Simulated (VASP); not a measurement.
Here is a VASP 6.6.1 calculation.

POSCAR

```
WC
1.0
    2.9057559003      0.0000000000      0.0000000000
   -1.4528779502      2.5164584269      0.0000000000
    0.0000000000      0.0000000000      2.8195151971
W C
1 1
Direct
    0.0000000000      0.0000000000      0.0000000000
    0.6666666667      0.3333333333      0.5000000000
```

File INCAR.step1:

```
SYSTEM = WC
PREC = Accurate
ENCUT = 520
EDIFF = 1E-5
ISMEAR = -1
SIGMA = 0.05
LREAL = .FALSE.
LASPH = .TRUE.
NELM = 80
ALGO = Normal
ISIF = 2
LWAVE = .TRUE.
LCHARG = .FALSE.
NBANDS = 16
GGA = PE
```

File INCAR.step2:

```
SYSTEM = WC
PREC = Accurate
ENCUT = 520
EDIFF = 1E-6
ISMEAR = -1
SIGMA = 0.05
LREAL = .FALSE.
LASPH = .TRUE.
NELM = 80
ALGO = Normal
ISIF = 2
LWAVE = .FALSE.
LCHARG = .FALSE.
GGA = PE
LHFCALC = .TRUE.
AEXX = 0.25
HFSCREEN = 0.3
PRECFOCK = Normal
NBANDS = 16
ISTART = 1
```

KPOINTS

```
regular mesh
0
G
  5 5 5
  0 0 0
```

Potentials or basis: VASP PAW PBE potentials, release 64 (W_sv, C).

Launch:

```sh
$ cat potpaw_PBE.64/W_sv/POTCAR potpaw_PBE.64/C/POTCAR > POTCAR
$ cp INCAR.step1 INCAR
$ mpirun -np 1 vasp_std > vasp.out
$ cp INCAR.step2 INCAR
$ mpirun -np 1 vasp_std > vasp.out
```

Task: Predict the band gap on the k mesh.

Result: Zero (bands 9 and 10 overlap by 0.97 eV).

Task: Estimate the pressure.

Result: 0.3 GPa.

Stress tensor (GPa, compression positive):
```
0.28 0.00 0.00
0.00 0.28 0.00
0.00 0.00 0.44
```

Caveat: the k points lie up to 0.50 Å⁻¹ apart, too coarse for converged energies and pressures of a metal; the PAW data sets were made with another functional, which shifts forces and pressure a little; spin-orbit coupling is left out, which moves the levels of the heavy elements.
